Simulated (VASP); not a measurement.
Input of a VASP 6.6.1 run:

The input INCAR:

```
PREC = Accurate
ENCUT = 520
EDIFF = 1E-6
ISMEAR = 0
SIGMA = 0.1
LREAL = F
LASPH = T
NELM = 100
ALGO = Normal
ISIF = 2
LWAVE = F
LCHARG = F
GGA = PE
NBANDS = 60
```

Contents of KPOINTS:

```
Automatic mesh
0
Gamma
  6 6 2
```

POSCAR

```
Zr5TiC6
1.0
    3.2978458000      0.0000000000      0.0000000000
    0.0000000000      3.2978458000      0.0000000000
    0.0000000000      0.0000000000     13.9363722000
Zr Ti C
5 1 6
Direct
    0.0000000000      0.0000000000      0.1696950000
    0.5000000000      0.5000000000      0.3393980000
    0.5000000000      0.5000000000      0.6606020000
    0.0000000000      0.0000000000      0.8303050000
    0.5000000000      0.5000000000      0.0000000000
    0.0000000000      0.0000000000      0.5000000000
    0.0000000000      0.0000000000      0.0000000000
    0.5000000000      0.5000000000      0.1691820000
    0.0000000000      0.0000000000      0.3412970000
    0.5000000000      0.5000000000      0.5000000000
    0.0000000000      0.0000000000      0.6587030000
    0.5000000000      0.5000000000      0.8308180000
```

Potentials or basis: VASP PAW PBE potentials, release 64 (Zr_sv, Ti_sv, C).

Launch:

```bash
$ cat potpaw_PBE.64/Zr_sv/POTCAR potpaw_PBE.64/Ti_sv/POTCAR potpaw_PBE.64/C/POTCAR > POTCAR
$ mpirun -np 1 vasp_std > vasp.out
```

(1) Predict the band gap on the k mesh.

(2) Predict the pressure.

(3) Predict the largest force.

Answers

(1) zero (bands 48 and 49 overlap by 0.33 eV).

(2) 0.3 GPa.

(3) 0.023 eV/Å.
